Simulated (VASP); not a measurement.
# Sr (Fm-3m) in VASP: a series of runs

Runs on Sr. Level: r2SCAN. Tasks: single point, relaxation of cell and atoms.

All numbers are computed with VASP 6.6.1; they aren't measurements. Logs are shortened: lines on timing, memory, paths and dates and some standing lists are left out, and cuts for length are marked.

### Step 1. The cell of the first run

It takes space group Fm-3m (No. 225, cubic). The conventional cell has a = 6.085 Å, b = 6.085 Å, c = 6.085 Å, α = 90.00°, β = 90.00°, γ = 90.00°. Within 5.6 Å of Sr (site symmetry m-3m) lie 12 Sr at 4.30 Å.

### Step 2. Single point, r2SCAN

POSCAR reads:

```
Sr
1.0
    0.0000000000      3.0423500000      3.0423500000
    3.0423500000      0.0000000000      3.0423500000
    3.0423500000      3.0423500000      0.0000000000
Sr
1
Direct
    0.0000000000      0.0000000000      0.0000000000
```

INCAR.step1 reads:

```
ALGO     = Normal         # electronic algorithm
EDIFF    = 1E-4           # SCF threshold, eV
ENCUT    = 520            # plane-wave cutoff, eV
GGA      = PE             # functional
ISMEAR   = 0              # smearing method
LASPH    = T              # aspherical terms in the spheres
LCHARG   = F              # write CHGCAR
LREAL    = F              # projectors in reciprocal space
LWAVE    = T              # write WAVECAR
NBANDS   = 11             # bands
NELM     = 100            # most SCF steps
PREC     = Accurate       # precision mode
SIGMA    = 0.05           # smearing width, eV
```

INCAR.step2 reads:

```
ALGO     = Normal         # electronic algorithm
EDIFF    = 1E-6           # SCF threshold, eV
ENCUT    = 520            # plane-wave cutoff, eV
ISIF     = 2              # what is computed and relaxed
ISMEAR   = 0              # smearing method
ISTART   = 1            
LASPH    = T              # aspherical terms in the spheres
LCHARG   = F              # write CHGCAR
LMIXTAU  = T            
LREAL    = F              # projectors in reciprocal space
LWAVE    = F              # write WAVECAR
METAGGA  = R2SCAN         # meta-GGA
NBANDS   = 11             # bands
NELM     = 100            # most SCF steps
PREC     = Accurate       # precision mode
SIGMA    = 0.05           # smearing width, eV
```

KPOINTS reads:

```
k-points
0
Gamma
  6 6 6
```

Potentials or basis: VASP PAW PBE potentials, release 64 (Sr_sv).

Started as:

```bash
$ cat potpaw_PBE.64/Sr_sv/POTCAR > POTCAR
$ cp INCAR.step1 INCAR
$ mpirun -np 1 vasp_std > vasp.out
$ cp INCAR.step2 INCAR
$ mpirun -np 1 vasp_std > vasp.out
```

OUTCAR:

```text
EDIFF = 1E-6
   ENCUT = 520
   ISIF = 2
   ISMEAR = 0
   ISTART = 1
   LASPH = T
   LREAL = F
   METAGGA = R2SCAN
   NELM = 100
   PREC = Accurate

 ion  position               nearest neighbor table
   1  0.000  0.000  0.000-

  LATTYP: Found a face centered cubic cell.
 ALAT       =     6.0847000000

  Lattice vectors:

 A1 = (   0.0000000000,   3.0423500000,   3.0423500000)
 A2 = (   3.0423500000,   0.0000000000,   3.0423500000)
 A3 = (   3.0423500000,   3.0423500000,   0.0000000000)

Analysis of symmetry for initial positions (statically):
=====================================================================
 Subroutine PRICEL returns:
 Original cell was already a primitive cell.

 Routine SETGRP: Setting up the symmetry group for a
 face centered cubic supercell.

 Subroutine GETGRP returns: Found 48 space group operations
 (whereof 48 operations were pure point group operations)
 out of a pool of 48 trial point group operations.

The static configuration has the point symmetry O_h .

Analysis of symmetry for dynamics (positions and initial velocities):
=====================================================================
 Subroutine PRICEL returns:
 Original cell was already a primitive cell.

 Routine SETGRP: Setting up the symmetry group for a
 face centered cubic supercell.

 Subroutine GETGRP returns: Found 48 space group operations
 (whereof 48 operations were pure point group operations)
 out of a pool of 48 trial point group operations.

The dynamic configuration has the point symmetry O_h .

 Subroutine INISYM returns: Found 48 space group operations
 (whereof 48 operations are pure point group operations),
 and found     1 'primitive' translations

----------------------------------------------------------------------------------------

                                     Primitive cell

  volume of cell :      56.3193

  direct lattice vectors                    reciprocal lattice vectors
     0.000000000  3.042350000  3.042350000    -0.164346640  0.164346640  0.164346640
     3.042350000  0.000000000  3.042350000     0.164346640 -0.164346640  0.164346640
     3.042350000  3.042350000  0.000000000     0.164346640  0.164346640 -0.164346640

  length of vectors
     4.302532631  4.302532631  4.302532631     0.284656730  0.284656730  0.284656730

  position of ions in fractional coordinates (direct lattice)
     0.000000000  0.000000000  0.000000000

  ion indices of the primitive-cell ions
   primitive index   ion index
                 1           1

----------------------------------------------------------------------------------------

 KPOINTS: k-points

Automatic generation of k-mesh.
 Grid dimensions read from file:
 generate k-points for:    6    6    6

 Generating k-lattice:

  Cartesian coordinates                     Fractional coordinates (reciprocal lattice)
    -0.027391107  0.027391107  0.027391107     0.166666667  0.000000000  0.000000000
     0.027391107 -0.027391107  0.027391107     0.000000000  0.166666667  0.000000000
     0.027391107  0.027391107 -0.027391107     0.000000000  0.000000000  0.166666667

  Length of vectors
     0.047442788  0.047442788  0.047442788

  Shift w.r.t. Gamma in fractional coordinates (k-lattice)
     0.000000000  0.000000000  0.000000000

 Subroutine IBZKPT returns following result:
 ===========================================

 Found     16 irreducible k-points:

 Following reciprocal coordinates:
            Coordinates               Weight
  0.000000  0.000000  0.000000      1.000000
  0.166667  0.000000  0.000000      8.000000
  0.333333  0.000000  0.000000      8.000000
  0.500000  0.000000  0.000000      4.000000
  0.166667  0.166667  0.000000      6.000000
  0.333333  0.166667  0.000000     24.000000
[... 8 lines left out ...]
 -0.333333  0.333333  0.166667     24.000000
 -0.333333  0.500000  0.166667     12.000000
   k-points           NKPTS =     16   k-points in BZ     NKDIM =     16   number of bands    NBANDS=     11
   number of dos      NEDOS =    301   number of ions     NIONS =      1
   total plane-waves  NPLWV =  32768
   dimension x,y,z NGX =    32 NGY =   32 NGZ =   32
   dimension x,y,z NGXF=    64 NGYF=   64 NGZF=   64
   ions per type =               1
   NGX,Y,Z   is equivalent  to a cutoff of  12.36, 12.36, 12.36 a.u.
   NGXF,Y,Z  is equivalent  to a cutoff of  24.73, 24.73, 24.73 a.u.
 SYSTEM =  unknown system
   PREC   = accura    normal or accurate (medium, high low for compatibility)
   ISTART =      1    job   : 0-new  1-cont  2-samecut
   ICHARG =      0    charge: 1-file 2-atom 10-const
   ISPIN  =      1    spin polarized calculation?
   LNONCOLLINEAR =      F non collinear calculations
   LSORBIT =      F    spin-orbit coupling
   LASPH  =      T    aspherical Exc in radial PAW
   ENCUT  =  520.0 eV  38.22 Ry    6.18 a.u.   8.00  8.00  8.00*2*pi/ulx,y,z
   NELM   =    100;   NELMIN=  2; NELMDL=  0     # of ELM steps
   EDIFF  = 0.1E-05   stopping-criterion for ELM
   LREAL  =      F    real-space projection
   EDIFFG = 0.1E-04   stopping-criterion for IOM
   NSW    =      0    number of steps for IOM
   IBRION =     -1    ionic relax: 0-MD 1-quasi-New 2-CG
   NFREE  =      0    steps in history (QN), initial steepest desc. (CG)
   ISIF   =      2    stress and relaxation
   ISYM   =      2    0-nonsym 1-usesym 2-fastsym
   POTIM  = 0.5000    time-step for ionic-motion
   TEBEG  =    0.0;   TEEND  =   0.0 temperature during run
   PSTRESS=    0.0 pullay stress
   NELECT =      10.0000    total number of electrons
   NUPDOWN=      -1.0000    fix difference up-down
   EMIN   =  10.00;   EMAX   =-10.00  energy-range for DOS
   EFERMI =   0.00;   METHOD = LEGACY
   ISMEAR =     0;   SIGMA  =   0.05  broadening in eV -4-tet -1-fermi 0-gaus
   EFERMI_NEDOS =   21; number of points for ismear=-14 and -15
   IALGO  =     38    algorithm
   IMIX   =      4    mixing-type and parameters
     AMIX     =   0.40;   BMIX     =  1.00
     AMIX_MAG =   1.60;   BMIX_MAG =  1.00
  volume/ion in A,a.u.               =      56.32       380.06
  Fermi-wavevector in a.u.,A,eV,Ry     =   0.920144  1.738819 11.519569  0.846664
  Thomas-Fermi vector in A             =   2.045416
   LORBIT       =      0    0 simple, 1 ext, 2 COOP (PROOUT), +10 PAW based schemes
   METAGGA = R2SCAN    functional components
   LHFCALC =     F    Hartree Fock is set to
   AEXX    =    0.0000 exact exchange contribution
   IVDW    =     0    specifies the selected vdW correction
   LEPSILON=     F    determine dielectric tensor
   LRPA    =     F    only Hartree local field effects (RPA)
 non-spin polarized calculation
 Gauss-broadening in eV      SIGMA  =   0.05
  energy-cutoff  :      520.00
  volume of cell :       56.32
 maximum number of plane-waves:      1527
   NGX = 15   NGY = 15   NGZ = 15

 number of electron      10.0000000 magnetization

 Free energy of the ion-electron system (eV)
  ---------------------------------------------------
  ext. energy  EPLUGINS =         0.00000000
  ---------------------------------------------------
  free energy    TOTEN  =       -15.07419795 eV

  energy without entropy =      -15.06988976  energy(sigma->0) =      -15.07204386

 E-fermi :   1.5482     XC(G=0):  -7.7101

 val. band max:        1.5282971532   @ k =  -0.3333   0.3333   0.1667
 cond. band min:       1.5894712952   @ k =  -0.3333   0.3333   0.1667
 fundamental gap:      0.0611741421
 Fermi energy:         1.5482444757

 k-point     1 :       0.0000    0.0000    0.0000
  band No.  band energies     occupation
      1     -36.5535      2.00000
      2     -17.8163      2.00000
      3     -17.8163      2.00000
      4     -17.8163      2.00000
      5      -2.2648      2.00000
      6       4.2001      0.00000
      7       4.2001      0.00000
      8       4.2001      0.00000
      9       5.6968      0.00000
     10       5.6968      0.00000
     11       8.9624      0.00000

 k-point     2 :       0.1667    0.0000    0.0000
  band No.  band energies     occupation
      1     -36.5501      2.00000
      2     -17.8641      2.00000
      3     -17.8226      2.00000
      4     -17.8226      2.00000
      5      -1.8146      2.00000
      6       3.5305      0.00000
      7       4.3546      0.00000
      8       4.3546      0.00000
      9       5.5115      0.00000
     10       5.5115      0.00000
     11       9.4774      0.00000

 k-point     3 :       0.3333    0.0000    0.0000
  band No.  band energies     occupation
      1     -36.5434      2.00000
      2     -17.9578      2.00000
      3     -17.8352      2.00000
      4     -17.8352      2.00000
      5      -0.6324      2.00000
      6       2.3907      0.00000
      7       4.1881      0.00000
      8       4.1881      0.00000
      9       6.0485      0.00000
     10       6.0485      0.00000
     11       8.1272      0.00000

 k-point     4 :       0.5000    0.0000    0.0000
  band No.  band energies     occupation
      1     -36.5400      2.00000
      2     -18.0037      2.00000
      3     -17.8415      2.00000
      4     -17.8415      2.00000
      5       0.4744      2.00000
      6       1.4695      1.97413
      7       3.9984      0.00000
      8       3.9984      0.00000
      9       6.7571      0.00000
     10       6.7571      0.00000
     11       7.6509      0.00000

 k-point     5 :       0.1667    0.1667    0.0000
  band No.  band energies     occupation
      1     -36.5490      2.00000
      2     -17.8626      2.00000
      3     -17.8333      2.00000
      4     -17.8332      2.00000
      5      -1.6671      2.00000
      6       3.4206      0.00000
      7       4.4860      0.00000
      8       4.4860      0.00000
      9       4.7102      0.00000
     10       5.9237      0.00000
     11      10.4035      0.00000
[... 99 lines left out ...]
 k-point    13 :       0.5000    0.5000    0.0000
  band No.  band energies     occupation
      1     -36.5355      2.00000
      2     -17.9923      2.00000
      3     -17.8839      2.00000
      4     -17.8839      2.00000
      5       0.9537      2.00000
      6       2.0335      0.00000
      7       2.5167      0.00000
      8       6.7486      0.00000
      9       7.0675      0.00000
     10       7.0676      0.00000
     11       7.1191      0.00000

 k-point    14 :       0.5000    0.3333    0.1667
  band No.  band energies     occupation
      1     -36.5389      2.00000
      2     -17.9558      2.00000
      3     -17.8919      2.00000
      4     -17.8577      2.00000
      5       0.3128      2.00000
      6       2.3660      0.00000
      7       2.8501      0.00000
      8       4.8061      0.00000
      9       5.6779      0.00000
     10       7.0357      0.00000
     11       7.8952      0.00000

 k-point    15 :      -0.3333    0.3333    0.1667
  band No.  band energies     occupation
      1     -36.5366      2.00000
      2     -17.9613      2.00000
      3     -17.9145      2.00000
      4     -17.8682      2.00000
      5       1.5283      1.42738
      6       1.5895      0.24359
      7       2.6475      0.00000
      8       4.5108      0.00000
      9       6.1774      0.00000
     10       7.1648      0.00000
     11       7.2169      0.00000

 k-point    16 :      -0.3333    0.5000    0.1667
  band No.  band energies     occupation
      1     -36.5355      2.00000
      2     -17.9655      2.00000
      3     -17.9113      2.00000
      4     -17.8854      2.00000
      5       1.4162      1.99981
      6       2.1111      0.00000
      7       2.3481      0.00000
      8       4.6016      0.00000
      9       7.0716      0.00000
     10       7.2936      0.00000
     11       7.3234      0.00000

------------------------ aborting loop because EDIFF is reached ----------------------------------------

  FORCE on cell =-STRESS in cart. coord.  units (eV):
  Direction    XX          YY          ZZ          XY          YZ          ZX
  --------------------------------------------------------------------------------------
  -------------------------------------------------------------------------------------
  Total        0.0103644      0.0103644      0.0103644      0.0000000      0.0000000      0.0000000
  in kB        0.2948483      0.2948483      0.2948483      0.0000000      0.0000000      0.0000000
  external PRESSURE =       0.2948483 kB  Pullay stress =       0.0000000 kB

 VOLUME and BASIS-vectors are now :
 -----------------------------------------------------------------------------
  energy-cutoff  :      520.00
  volume of cell :       56.32
      direct lattice vectors                 reciprocal lattice vectors
     0.000000000  3.042350000  3.042350000    -0.164346640  0.164346640  0.164346640
     3.042350000  0.000000000  3.042350000     0.164346640 -0.164346640  0.164346640
     3.042350000  3.042350000  0.000000000     0.164346640  0.164346640 -0.164346640

 POSITION                                       TOTAL-FORCE (eV/Angst)
 -----------------------------------------------------------------------------------
      0.00000      0.00000      0.00000        -0.000000     -0.000000     -0.000000
 -----------------------------------------------------------------------------------
    total drift:                                0.000000      0.000000      0.000000

  FREE ENERGIE OF THE ION-ELECTRON SYSTEM (eV)
  ---------------------------------------------------
  free  energy   TOTEN  =       -15.0741979522 eV

  energy  without entropy=      -15.0698897643  energy(sigma->0) =      -15.07204386
```

Run time: 32 s. Hardware: 1 thread of Intel Xeon Platinum 8259CL at 2.50GHz (Skylake/Cascade Lake), shared host; peak memory 0.18 GiB.

Results:

| Property | Result |
| --- | --- |
| Free energy | -15.0742 eV |
| Pressure | 0.0 GPa |
| Band gap on the k mesh | zero (bands 5 and 6 overlap by 0.06 eV) |

Levels at points of the mesh, in eV from the Fermi level:
| k point | band 1 | band 2 | band 3 | band 4 | band 5 | band 6 | band 7 | band 8 | band 9 | band 10 |
| --- | --- | --- | --- | --- | --- | --- | --- | --- | --- | --- |
| (0.00, 0.00, 0.00) | -38.10 | -19.36 | -19.36 | -19.36 | -3.81 | 2.65 | 2.65 | 2.65 | 4.15 | 4.15 |
| (0.50, 0.00, 0.00) | -38.09 | -19.55 | -19.39 | -19.39 | -1.07 | -0.08 | 2.45 | 2.45 | 5.21 | 5.21 |
| (0.50, 0.50, 0.00) | -38.08 | -19.54 | -19.43 | -19.43 | -0.59 | 0.49 | 0.97 | 5.20 | 5.52 | 5.52 |

Caveat: the PAW data sets were made with another functional, which shifts forces and pressure a little.

### Step 3. Relaxation of cell and atoms, r2SCAN

POSCAR is that of step 2.

INCAR.step1 reads:

```
PREC     = Accurate       # precision mode
ENCUT    = 600            # plane-wave cutoff, eV
ISMEAR   = 0              # smearing method
SIGMA    = 0.05           # smearing width, eV
LREAL    = F              # projectors in reciprocal space
LASPH    = T              # aspherical terms in the spheres
NELM     = 80             # most SCF steps
GGA      = PE             # functional
ALGO     = Normal         # electronic algorithm
EDIFF    = 1E-4           # SCF threshold, eV
LWAVE    = T              # write WAVECAR
LCHARG   = F              # write CHGCAR
```

INCAR.step2 reads:

```
PREC     = Accurate       # precision mode
ENCUT    = 600            # plane-wave cutoff, eV
EDIFF    = 1E-6           # SCF threshold, eV
ISMEAR   = 0              # smearing method
SIGMA    = 0.05           # smearing width, eV
LREAL    = F              # projectors in reciprocal space
LASPH    = T              # aspherical terms in the spheres
NELM     = 80             # most SCF steps
ALGO     = Normal         # electronic algorithm
ISIF     = 3              # what is computed and relaxed
LWAVE    = F              # write WAVECAR
LCHARG   = F              # write CHGCAR
METAGGA  = R2SCAN         # meta-GGA
LMIXTAU  = T            
IBRION   = 2              # ionic algorithm
NSW      = 80             # ionic steps
EDIFFG   = -0.01          # ionic threshold
ISTART   = 1
```

KPOINTS reads:

```
regular mesh
0
Gamma
  6 6 6
```

Potentials or basis: VASP PAW PBE potentials, release 64 (Sr_sv).

Started as:

```bash
$ cat potpaw_PBE.64/Sr_sv/POTCAR > POTCAR
$ cp INCAR.step1 INCAR
$ mpirun -np 1 vasp_std > vasp.out
$ cp INCAR.step2 INCAR
$ mpirun -np 1 vasp_std > vasp.out
```

OUTCAR:

```text
PREC = Accurate
   ENCUT = 600
   EDIFF = 1E-6
   ISMEAR = 0
   LREAL = F
   LASPH = T
   NELM = 80
   ISIF = 3
   METAGGA = R2SCAN
   IBRION = 2
   NSW = 80
   EDIFFG = -0.01
   ISTART = 1

 ion  position               nearest neighbor table
   1  0.000  0.000  0.000-

  LATTYP: Found a face centered cubic cell.
 ALAT       =     6.0847000000

  Lattice vectors:

[... 409 lines left out ...]
      7       2.3378      0.00000
      8       4.5883      0.00000
      9       7.0564      0.00000

------------------------ aborting loop because EDIFF is reached ----------------------------------------

  FORCE on cell =-STRESS in cart. coord.  units (eV):
  Direction    XX          YY          ZZ          XY          YZ          ZX
  --------------------------------------------------------------------------------------
  -------------------------------------------------------------------------------------
  Total        0.0006245      0.0006245      0.0006245     -0.0000000     -0.0000000      0.0000000
  in kB        0.0177280      0.0177280      0.0177280     -0.0000000     -0.0000000      0.0000000
  external PRESSURE =       0.0177280 kB  Pullay stress =       0.0000000 kB

 VOLUME and BASIS-vectors are now :
 -----------------------------------------------------------------------------
  energy-cutoff  :      600.00
  volume of cell :       56.44
      direct lattice vectors                 reciprocal lattice vectors
    -0.000000000  3.044463137  3.044463137    -0.164232568  0.164232568  0.164232568
     3.044463137  0.000000000  3.044463137     0.164232568 -0.164232568  0.164232568
     3.044463137  3.044463137  0.000000000     0.164232568  0.164232568 -0.164232568

 POSITION                                       TOTAL-FORCE (eV/Angst)
 -----------------------------------------------------------------------------------
      3.04446      3.04446      0.00000        -0.000000     -0.000000     -0.000000
 -----------------------------------------------------------------------------------
    total drift:                                0.000000      0.000000      0.000000

  FREE ENERGIE OF THE ION-ELECTRON SYSTEM (eV)
  ---------------------------------------------------
  free  energy   TOTEN  =       -15.0743965489 eV

  energy  without entropy=      -15.0700389586  energy(sigma->0) =      -15.07221775

 reached required accuracy - stopping structural energy minimisation
```

It took 73 s on 1 thread of Intel Xeon Platinum 8259CL at 2.50GHz (Skylake/Cascade Lake), shared host; peak memory 0.21 GiB.

Results:

```
Free energy                           : -15.0744 eV
Relaxed volume                        : 56.44 Å³/atom
Relaxed cell                          : a = 4.306 Å, b = 4.306 Å, c = 4.306 Å, α = 60.00°, β = 60.00°, γ = 60.00°
Space group after relaxing (to 0.1 Å) : Fm-3m (No. 225)
Energy gained by relaxing             : 0.0 meV/atom
Ionic steps                           : 2
Pressure after relaxing               : 0.0 GPa
Band gap on the k mesh                : zero (bands 5 and 6 overlap by 0.06 eV)
```

Final structure:
```
CELL_PARAMETERS angstrom
0.00000 3.04446 3.04446
3.04446 0.00000 3.04446
3.04446 3.04446 0.00000
ATOMIC_POSITIONS crystal
Sr 0.00000 0.00000 0.00000
```

Caveat: the PAW data sets were made with another functional, which shifts forces and pressure a little.

The gap in the log of VASP goes by the Fermi energy; the results here count the filled bands.